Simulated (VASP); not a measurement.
# BN (Qingsongite) in VASP: a series of runs

Runs on BN (Qingsongite). Level: PBE. Tasks: single point, relaxation of the atoms.

Everything below comes from runs of VASP 6.6.1. Logs are shortened: lines on timing, memory, paths and dates and some standing lists are left out, and cuts for length are marked.

## (1) The cell of the first run

Symmetry: F-43m, No. 216, cubic system. The conventional cell has a = 3.615 Å, b = 3.615 Å, c = 3.615 Å, α = 90.00°, β = 90.00°, γ = 90.00°. B (site symmetry -43m) has 4 N at 1.57 Å within 2.1 Å. N (site symmetry -43m) has 4 B at 1.57 Å within 2.1 Å.

## (2) Single point, PBE

File INCAR:

```
ALGO = Normal
EDIFF = 1E-6
ENCUT = 520
GGA = PE
ISIF = 2
ISMEAR = -1
LASPH = True
LCHARG = True
LELF = True
LREAL = False
LVHAR = True
LWAVE = False
NBANDS = 11
NELM = 100
PREC = Accurate
SIGMA = 0.02
```

File KPOINTS:

```
k-points
0
Gamma
  14 14 14
```

File POSCAR:

```
BN
1.0
    0.0000000000      1.8075000000      1.8075000000
    1.8075000000      0.0000000000      1.8075000000
    1.8075000000      1.8075000000      0.0000000000
B N
1 1
Direct
    0.0000000000      0.0000000000      0.0000000000
    0.2500000000      0.2500000000      0.2500000000
```

Potentials or basis: VASP PAW PBE potentials, release 64 (B, N).

Run with:

```console
cat potpaw_PBE.64/B/POTCAR potpaw_PBE.64/N/POTCAR > POTCAR
mpirun -np 1 vasp_std > vasp.out
```

OUTCAR:

```text
EDIFF = 1E-6
   ENCUT = 520
   GGA = PE
   ISIF = 2
   ISMEAR = -1
   LASPH = True
   LREAL = False
   NELM = 100
   PREC = Accurate

 ion  position               nearest neighbor table
   1  0.000  0.000  0.000-   2 1.57   2 1.57   2 1.57   2 1.57
   2  0.250  0.250  0.250-   1 1.57   1 1.57   1 1.57   1 1.57

  LATTYP: Found a face centered cubic cell.
 ALAT       =     3.6150000000

  Lattice vectors:

 A1 = (   0.0000000000,   1.8075000000,   1.8075000000)
 A2 = (   1.8075000000,   0.0000000000,   1.8075000000)
 A3 = (   1.8075000000,   1.8075000000,   0.0000000000)

Analysis of symmetry for initial positions (statically):
=====================================================================
 Subroutine PRICEL returns:
 Original cell was already a primitive cell.

 Routine SETGRP: Setting up the symmetry group for a
 face centered cubic supercell.

 Subroutine GETGRP returns: Found 24 space group operations
 (whereof 24 operations were pure point group operations)
 out of a pool of 48 trial point group operations.

The static configuration has the point symmetry T_d .

Analysis of symmetry for dynamics (positions and initial velocities):
=====================================================================
 Subroutine PRICEL returns:
 Original cell was already a primitive cell.

 Routine SETGRP: Setting up the symmetry group for a
 face centered cubic supercell.

 Subroutine GETGRP returns: Found 24 space group operations
 (whereof 24 operations were pure point group operations)
 out of a pool of 48 trial point group operations.

The dynamic configuration has the point symmetry T_d .

 Subroutine INISYM returns: Found 24 space group operations
 (whereof 24 operations are pure point group operations),
 and found     1 'primitive' translations

----------------------------------------------------------------------------------------

                                     Primitive cell

  volume of cell :      11.8104

  direct lattice vectors                    reciprocal lattice vectors
     0.000000000  1.807500000  1.807500000    -0.276625173  0.276625173  0.276625173
     1.807500000  0.000000000  1.807500000     0.276625173 -0.276625173  0.276625173
     1.807500000  1.807500000  0.000000000     0.276625173  0.276625173 -0.276625173

  length of vectors
     2.556191014  2.556191014  2.556191014     0.479128854  0.479128854  0.479128854

  position of ions in fractional coordinates (direct lattice)
     0.000000000  0.000000000  0.000000000
     0.250000000  0.250000000  0.250000000

  ion indices of the primitive-cell ions
   primitive index   ion index
                 1           1
                 2           2

----------------------------------------------------------------------------------------

 KPOINTS: k-points

Automatic generation of k-mesh.
 Grid dimensions read from file:
 generate k-points for:   14   14   14

 Generating k-lattice:

  Cartesian coordinates                     Fractional coordinates (reciprocal lattice)
    -0.019758941  0.019758941  0.019758941     0.071428571  0.000000000  0.000000000
     0.019758941 -0.019758941  0.019758941     0.000000000  0.071428571  0.000000000
     0.019758941  0.019758941 -0.019758941     0.000000000  0.000000000  0.071428571

  Length of vectors
     0.034223490  0.034223490  0.034223490

  Shift w.r.t. Gamma in fractional coordinates (k-lattice)
     0.000000000  0.000000000  0.000000000

 Subroutine IBZKPT returns following result:
 ===========================================

 Found    104 irreducible k-points:

 Following reciprocal coordinates:
            Coordinates               Weight
  0.000000  0.000000  0.000000      1.000000
  0.071429  0.000000  0.000000      8.000000
  0.142857  0.000000  0.000000      8.000000
  0.214286  0.000000  0.000000      8.000000
  0.285714  0.000000  0.000000      8.000000
  0.357143  0.000000  0.000000      8.000000
[... 16 lines left out ...]
  0.214286  0.142857  0.000000     24.000000
  0.285714  0.142857  0.000000     24.000000
 [... further k-points ...]
   k-points           NKPTS =    104   k-points in BZ     NKDIM =    104   number of bands    NBANDS=     11
   number of dos      NEDOS =    301   number of ions     NIONS =      2
   total plane-waves  NPLWV =   8000
   dimension x,y,z NGX =    20 NGY =   20 NGZ =   20
   dimension x,y,z NGXF=    40 NGYF=   40 NGZF=   40
   ions per type =               1   1
   NGX,Y,Z   is equivalent  to a cutoff of  13.01, 13.01, 13.01 a.u.
   NGXF,Y,Z  is equivalent  to a cutoff of  26.01, 26.01, 26.01 a.u.
 SYSTEM =  unknown system
   PREC   = accura    normal or accurate (medium, high low for compatibility)
   ISTART =      0    job   : 0-new  1-cont  2-samecut
   ICHARG =      2    charge: 1-file 2-atom 10-const
   ISPIN  =      1    spin polarized calculation?
   LNONCOLLINEAR =      F non collinear calculations
   LSORBIT =      F    spin-orbit coupling
   LASPH  =      T    aspherical Exc in radial PAW
   ENCUT  =  520.0 eV  38.22 Ry    6.18 a.u.   4.75  4.75  4.75*2*pi/ulx,y,z
   NELM   =    100;   NELMIN=  2; NELMDL= -5     # of ELM steps
   EDIFF  = 0.1E-05   stopping-criterion for ELM
   LREAL  =      F    real-space projection
   EDIFFG = 0.1E-04   stopping-criterion for IOM
   NSW    =      0    number of steps for IOM
   IBRION =     -1    ionic relax: 0-MD 1-quasi-New 2-CG
   NFREE  =      0    steps in history (QN), initial steepest desc. (CG)
   ISIF   =      2    stress and relaxation
   ISYM   =      2    0-nonsym 1-usesym 2-fastsym
   POTIM  = 0.5000    time-step for ionic-motion
   TEBEG  =    0.0;   TEEND  =   0.0 temperature during run
   PSTRESS=    0.0 pullay stress
   NELECT =       8.0000    total number of electrons
   NUPDOWN=      -1.0000    fix difference up-down
   EMIN   =  10.00;   EMAX   =-10.00  energy-range for DOS
   EFERMI =   0.00;   METHOD = LEGACY
   ISMEAR =    -1;   SIGMA  =   0.02  broadening in eV -4-tet -1-fermi 0-gaus
   EFERMI_NEDOS =   21; number of points for ismear=-14 and -15
   IALGO  =     38    algorithm
   IMIX   =      4    mixing-type and parameters
     AMIX     =   0.40;   BMIX     =  1.00
     AMIX_MAG =   1.60;   BMIX_MAG =  1.00
  volume/ion in A,a.u.               =       5.91        39.85
  Fermi-wavevector in a.u.,A,eV,Ry     =   1.437749  2.716952 28.124920  2.067123
  Thomas-Fermi vector in A             =   2.556793
   LORBIT       =      0    0 simple, 1 ext, 2 COOP (PROOUT), +10 PAW based schemes
   GGA     = PE    functional components
   LHFCALC =     F    Hartree Fock is set to
   AEXX    =    0.0000 exact exchange contribution
   IVDW    =     0    specifies the selected vdW correction
   LEPSILON=     F    determine dielectric tensor
   LRPA    =     F    only Hartree local field effects (RPA)
 non-spin polarized calculation
  energy-cutoff  :      520.00
  volume of cell :       11.81
 maximum number of plane-waves:       332
   NGX =  9   NGY =  9   NGZ =  9

 number of electron       7.9999999 magnetization

 Free energy of the ion-electron system (eV)
  ---------------------------------------------------
  ext. energy  EPLUGINS =         0.00000000
  ---------------------------------------------------
  free energy    TOTEN  =       -17.44979393 eV

  energy without entropy =      -17.44979393  energy(sigma->0) =      -17.44979393

 E-fermi :   7.8214     XC(G=0): -12.8221

 val. band max:        7.4028943567   @ k =   0.0000   0.0000   0.0000
 cond. band min:      11.8622380511   @ k =   0.5000   0.5000   0.0000
 fundamental gap:      4.4593436943
 Fermi energy:         7.8213802187

 k-point     1 :       0.0000    0.0000    0.0000
  band No.  band energies     occupation
      1     -12.8278      2.00000
      2       7.4029      2.00000
      3       7.4029      2.00000
      4       7.4029      2.00000
      5      16.2228      0.00000
      6      16.2228      0.00000
      7      16.2228      0.00000
      8      17.7523      0.00000
      9      32.1552      0.00000
     10      35.1713      0.00000
     11      35.1713      0.00000

 k-point     2 :       0.0714    0.0000    0.0000
  band No.  band energies     occupation
      1     -12.7035      2.00000
      2       6.7177      2.00000
      3       7.2681      2.00000
      4       7.2681      2.00000
      5      16.3881      0.00000
      6      16.4276      0.00000
      7      16.4276      0.00000
      8      18.1702      0.00000
      9      32.0058      0.00000
     10      33.2637      0.00000
     11      33.2637      0.00000

 k-point     3 :       0.1429    0.0000    0.0000
  band No.  band energies     occupation
      1     -12.3339      2.00000
      2       5.0555      2.00000
      3       6.9232      2.00000
      4       6.9232      2.00000
      5      16.6593      0.00000
      6      16.9373      0.00000
      7      16.9373      0.00000
      8      19.2333      0.00000
      9      31.5770      0.00000
     10      31.7425      0.00000
     11      31.7425      0.00000

 k-point     4 :       0.2143    0.0000    0.0000
  band No.  band energies     occupation
      1     -11.7306      2.00000
      2       2.9925      2.00000
      3       6.4900      2.00000
      4       6.4900      2.00000
      5      16.9225      0.00000
      6      17.5089      0.00000
      7      17.5089      0.00000
      8      20.4369      0.00000
      9      31.0235      0.00000
     10      31.0235      0.00000
     11      31.0592      0.00000
[... 239 lines left out ...]
 k-point    22 :       0.1429    0.1429    0.0000
  band No.  band energies     occupation
      1     -12.1701      2.00000
      2       5.8166      2.00000
      3       6.0227      2.00000
      4       6.0227      2.00000
      5      15.3914      0.00000
      6      18.1497      0.00000
      7      18.1497      0.00000
      8      19.1114      0.00000
      9      27.5226      0.00000
     10      33.5074      0.00000
     11      36.1013      0.00000

 k-point    23 :       0.2143    0.1429    0.0000
  band No.  band energies     occupation
      1     -11.7272      2.00000
      2       4.2760      2.00000
      3       5.4938      2.00000
      4       5.8929      2.00000
      5      15.3256      0.00000
      6      18.7129      0.00000
      7      18.9459      0.00000
      8      19.6921      0.00000
      9      26.6253      0.00000
     10      33.7494      0.00000
     11      35.3092      0.00000

 k-point    24 :       0.2857    0.1429    0.0000
  band No.  band energies     occupation
      1     -11.0624      2.00000
      2       2.3664      2.00000
      3       5.0579      2.00000
      4       5.5443      2.00000
      5      15.6459      0.00000
      6      19.0636      0.00000
      7      19.5533      0.00000
      8      20.2288      0.00000
      9      26.7541      0.00000
     10      33.6798      0.00000
     11      34.8092      0.00000

 [... further k-points ...]
[... 5 lines left out ...]
  --------------------------------------------------------------------------------------
  -------------------------------------------------------------------------------------
  Total        0.2430554      0.2430554      0.2430554      0.0000000      0.0000000     -0.0000000
  in kB       32.9724262     32.9724262     32.9724262      0.0000000      0.0000000     -0.0000000
  external PRESSURE =      32.9724262 kB  Pullay stress =       0.0000000 kB

 VOLUME and BASIS-vectors are now :
 -----------------------------------------------------------------------------
  energy-cutoff  :      520.00
  volume of cell :       11.81
      direct lattice vectors                 reciprocal lattice vectors
     0.000000000  1.807500000  1.807500000    -0.276625173  0.276625173  0.276625173
     1.807500000  0.000000000  1.807500000     0.276625173 -0.276625173  0.276625173
     1.807500000  1.807500000  0.000000000     0.276625173  0.276625173 -0.276625173

 POSITION                                       TOTAL-FORCE (eV/Angst)
 -----------------------------------------------------------------------------------
      0.00000      0.00000      0.00000        -0.000000     -0.000000     -0.000000
      0.90375      0.90375      0.90375         0.000000      0.000000      0.000000
 -----------------------------------------------------------------------------------
    total drift:                                0.000000      0.000000      0.000000

  FREE ENERGIE OF THE ION-ELECTRON SYSTEM (eV)
  ---------------------------------------------------
  free  energy   TOTEN  =       -17.4497939313 eV

  energy  without entropy=      -17.4497939313  energy(sigma->0) =      -17.44979393
```

Run time: 10 s. Hardware: 1 thread of Intel Xeon Platinum 8259CL at 2.50GHz (Skylake/Cascade Lake), shared host; peak memory 0.12 GiB.

Results:

```yaml
Free_energy: -17.4498 eV
Pressure: 3.3 GPa
Band_gap_on_the_k_mesh: 4.46 eV, indirect (least direct gap 8.82 eV)
```

## (3) Single point, PBE (z stretched by -3 %, then relaxed in part)

File INCAR:

```
PREC = Accurate
ENCUT = 520
EDIFF = 1E-7
ISMEAR = -1
SIGMA = 0.02
LREAL = F
LASPH = T
NELM = 100
ALGO = Normal
ISIF = 2
LWAVE = F
LCHARG = T
GGA = PE
LELF = T
LVHAR = T
NBANDS = 11
```

File KPOINTS:

```
Automatic mesh
0
Gamma
  14 14 14
```

File POSCAR:

```
BN
1.0
    0.0000000000      1.8075000000      1.7532750000
    1.8075000000      0.0000000000      1.7532750000
    1.8075000000      1.8075000000      0.0000000000
B N
1 1
Direct
    0.0000000000      0.0000000000      0.0000000000
    0.2500000000      0.2500000000      0.2500000000
```

Potentials or basis: VASP PAW PBE potentials, release 64 (B, N).

Run with:

```console
cat potpaw_PBE.64/B/POTCAR potpaw_PBE.64/N/POTCAR > POTCAR
mpirun -np 1 vasp_std > vasp.out
```

OUTCAR:

```text
PREC = Accurate
   ENCUT = 520
   EDIFF = 1E-7
   ISMEAR = -1
   LREAL = F
   LASPH = T
   NELM = 100
   ISIF = 2
   GGA = PE

 ion  position               nearest neighbor table
   1  0.000  0.000  0.000-   2 1.55   2 1.55   2 1.55   2 1.55
   2  0.250  0.250  0.250-   1 1.55   1 1.55   1 1.55   1 1.55

  LATTYP: Found a body centered tetragonal cell.
 ALAT       =     2.5561910140
 C/A-ratio  =     1.3717871555

  Lattice vectors:

 A1 = (   0.0000000000,  -1.8075000000,  -1.7532750000)
 A2 = (   0.0000000000,   1.8075000000,  -1.7532750000)
 A3 = (   1.8075000000,   0.0000000000,   1.7532750000)

Analysis of symmetry for initial positions (statically):
=====================================================================
 Subroutine PRICEL returns:
 Original cell was already a primitive cell.

 Routine SETGRP: Setting up the symmetry group for a
 body centered tetragonal supercell.

 Subroutine GETGRP returns: Found  8 space group operations
 (whereof  8 operations were pure point group operations)
[... 171 lines left out ...]
  band No.  band energies     occupation
      1     -12.7966      2.00000
      2       7.6872      2.00000
      3       7.6872      2.00000
      4       7.9789      2.00000
      5      16.6129      0.00000
      6      16.8310      0.00000
      7      16.8310      0.00000
      8      18.6285      0.00000
      9      33.1206      0.00000
     10      35.1346      0.00000
     11      36.0143      0.00000
[... 309 lines left out ...]
 k-point    24 :       0.2857    0.1429    0.0000
  band No.  band energies     occupation
      1     -10.9276      2.00000
      2       2.5857      2.00000
      3       5.1746      2.00000
      4       6.0419      2.00000
      5      15.9377      0.00000
      6      19.9178      0.00000
      7      20.1650      0.00000
      8      20.8458      0.00000
      9      27.8887      0.00000
     10      34.8828      0.00000
     11      35.2829      0.00000

 [... further k-points ...]

------------------------ aborting loop because EDIFF is reached ----------------------------------------

  FORCE on cell =-STRESS in cart. coord.  units (eV):
  Direction    XX          YY          ZZ          XY          YZ          ZX
  --------------------------------------------------------------------------------------
  -------------------------------------------------------------------------------------
  Total        0.6822529      0.6822529      1.9999835      0.0000000     -0.0000000      0.0000000
  in kB       95.4155916     95.4155916    279.7050824      0.0000000     -0.0000000      0.0000000
  external PRESSURE =     156.8454219 kB  Pullay stress =       0.0000000 kB

 VOLUME and BASIS-vectors are now :
 -----------------------------------------------------------------------------
  energy-cutoff  :      520.00
  volume of cell :       11.46
      direct lattice vectors                 reciprocal lattice vectors
     0.000000000  1.807500000  1.753275000    -0.276625173  0.276625173  0.285180591
     1.807500000  0.000000000  1.753275000     0.276625173 -0.276625173  0.285180591
     1.807500000  1.807500000  0.000000000     0.276625173  0.276625173 -0.285180591

 POSITION                                       TOTAL-FORCE (eV/Angst)
 -----------------------------------------------------------------------------------
      0.00000      0.00000      0.00000        -0.000000     -0.000000     -0.000000
      0.90375      0.90375      0.87664         0.000000      0.000000      0.000000
 -----------------------------------------------------------------------------------
    total drift:                                0.000001      0.000001     -0.000002

  FREE ENERGIE OF THE ION-ELECTRON SYSTEM (eV)
  ---------------------------------------------------
  free  energy   TOTEN  =       -17.4149387043 eV

  energy  without entropy=      -17.4149387043  energy(sigma->0) =      -17.41493870
```

It took 23 s on 1 thread of Intel Xeon Platinum 8259CL at 2.50GHz (Skylake/Cascade Lake), shared host; peak memory 0.14 GiB.

What came out:

* Free energy: -17.4149 eV
* Pressure: 15.7 GPa
* Band gap on the k mesh: 3.94 eV, indirect (least direct gap 8.63 eV)

Caveat: the cell differs from its parent crystal (z stretched by -3 %, then relaxed in part).

## (4) Single point, PBE (z stretched by +1 %, then relaxed in part)

File INCAR:

```
ALGO     = Normal         # electronic algorithm
EDIFF    = 1E-7           # SCF threshold, eV
ENCUT    = 520            # plane-wave cutoff, eV
GGA      = PE             # functional
ISIF     = 2              # what is computed and relaxed
ISMEAR   = -1             # smearing method
LASPH    = True           # aspherical terms in the spheres
LCHARG   = True           # write CHGCAR
LELF     = True           # ELF
LREAL    = False          # projectors in reciprocal space
LVHAR    = True         
LWAVE    = False          # write WAVECAR
NBANDS   = 11             # bands
NELM     = 60             # most SCF steps
PREC     = Accurate       # precision mode
SIGMA    = 0.02           # smearing width, eV
```

File KPOINTS:

```
k-points
0
Gamma
  14 14 14
```

File POSCAR:

```
BN
1.0
    0.0000000000      1.8075000000      1.8255750000
    1.8075000000      0.0000000000      1.8255750000
    1.8075000000      1.8075000000      0.0000000000
B N
1 1
Direct
    0.0000000000      0.0000000000      0.0000000000
    0.2500000000      0.2500000000      0.2500000000
```

Run with:

```console
cat potpaw_PBE.64/B/POTCAR potpaw_PBE.64/N/POTCAR > POTCAR
mpirun -np 1 vasp_std > vasp.out
```

It took 23 s on 1 thread of Intel Xeon Platinum 8259CL at 2.50GHz (Skylake/Cascade Lake), shared host; peak memory 0.14 GiB.

It converged, with:

```yaml
Free_energy: -17.4495 eV
Pressure: -0.5 GPa
Band_gap_on_the_k_mesh: 4.36 eV, indirect (least direct gap 8.72 eV)
```

Stress tensor (GPa, compression positive):
```
 1.57  0.00  0.00
 0.00  1.57  0.00
 0.00  0.00 -4.58
```

Levels at points of the mesh, in eV from the valence-band top:
```tsv
k point	band 1	band 2	band 3	band 4	band 5	band 6	band 7	band 8
(0.00, 0.00, 0.00)	-20.15	-0.10	0.00	0.00	8.72	8.72	8.79	10.15
(0.50, 0.00, 0.00)	-15.98	-10.63	-2.03	-1.88	9.93	10.61	10.67	15.12
(0.50, 0.50, 0.00)	-14.70	-8.98	-4.80	-4.80	4.53	9.30	17.71	17.71
(0.50, 0.00, 0.50)	-14.59	-8.84	-4.93	-4.93	4.36	9.07	17.66	17.81
```

Caveat: the cell differs from its parent crystal (z stretched by +1 %, then relaxed in part).

(Continued in part 2 of 2.)
